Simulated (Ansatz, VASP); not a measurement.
## WC: VASP beside Ansatz

Contents of INCAR:

```
SYSTEM = WC
PREC = Accurate ; ENCUT = 520
EDIFF = 1E-8 ; ISMEAR = -1
SIGMA = 0.05 ; LREAL = .False.
LASPH = .True. ; NELM = 100
ALGO = Normal ; ISIF = 2
LWAVE = .False. ; LCHARG = .False.
GGA = PS ; LEFG = .True.
NBANDS = 16
```

KPOINTS

```
Automatic mesh
0
Gamma
  13 13 12
  0 0 0
```

File POSCAR:

```
WC
1.0
    2.9005014360      0.0000000000      0.0000000000
   -1.4502507180      2.5119079273      0.0000000000
    0.0000000000      0.0000000000      2.8855800000
W C
1 1
Direct
    0.0000000000      0.0000000000      0.0000000000
    0.6666666667      0.3333333333      0.5000000000
```

Input for Ansatz:

```yaml
crystal:
  lattice:
    - [2.900501436, 0.0, 0.0]
    - [-1.450250718, 2.5119079273, 0.0]
    - [0.0, 0.0, 2.88558]
  atoms:
    - { symbol: W, position: [0.0, 0.0, 0.0] }
    - { symbol: C, position: [0.6666666667, 0.3333333333, 0.5] }
kpoints:
  mp_grid: { grid: [13, 13, 12] }
scf:
  occupations: { method: fermi_dirac, width: 0.05 }
hamiltonian:
  xc: pbesol
  pseudopotentials: { kind: all_electron, datasets: crystal }
output:
  forces: true
  stress: true
  eigenvalues: true
  efg: { contact_densities: true }
```

Change from the starting cell: zz strain of +2 %, crystal datasets.

Alike in both runs: task electric field gradients; functional PBEsol; k mesh 13 × 13 × 12; occupations fermi-dirac, width 0.05 eV; no spin polarisation.

|  | VASP | Ansatz |
| --- | --- | --- |
| version | VASP 6.6.1 | Ansatz 0.2.0 |
| potentials or method | VASP PAW PBE potentials, release 64 (W_sv, C), cutoff 520 eV | all-electron PAW with datasets made for the crystal, scalar-relativistic |

VASP gave:

* pressure (GPa): -8.0
* traceless stress, the component that is largest in VASP (GPa): -9.94
* size of Vzz on the site where it differs most (V/Å²): 100.0

Q: What did Ansatz give for the same quantities?

A: Pressure (GPa): -9.1; traceless stress, the component that is largest in VASP (GPa): -10.14; size of Vzz on the site where it differs most (V/Å²): 87.5.

VASP's potentials were made for PBE, not for PBEsol. Ansatz ran all-electron here, and VASP with PAW potentials.

Spin-orbit coupling is off throughout.
